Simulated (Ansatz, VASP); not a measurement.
Two plane-wave programs on SnO2

```
Sn O
1.0
     4.66783    0.00000    0.00000
     0.00000    4.66784    0.00000
     0.00000    0.00000    3.04809
Sn O
2 4
Direct
  0.50000 0.50000 0.50000
  0.00000 0.00000 0.00000
  0.26481 0.34279 0.00000
  0.76481 0.15721 0.50000
  0.23519 0.84279 0.50000
  0.73519 0.65721 0.00000
```

Alike in both runs: functional PBE; k mesh 6 × 6 × 10; occupations gaussian, width 0.05 eV; no spin polarisation.

Ansatz relaxed the structure, and its values are those at the end. VASP's run is a single point on that final structure, the one shown.

|  | VASP | Ansatz |
| --- | --- | --- |
| version | VASP 6.6.1 | Ansatz 0.2.0 |
| potentials or method | VASP PAW PBE potentials, release 64 (Sn_d, O), cutoff 520 eV | scalar-relativistic, plane waves, PAW |
| valence electrons in the cell | 52 | 52 |

Ansatz gave:

* gap on the k mesh at the Fermi level (eV): 2.33
* least direct gap on the mesh (eV): 2.35
* rms of the force components (eV/Å): 0.000

**Question.** Estimate VASP's values.

**Answer.** gap on the k mesh at the Fermi level (eV): 2.32; least direct gap on the mesh (eV): 2.34; rms of the force components (eV/Å): 0.015.

Ansatz's warnings: stress scf threshold loose.
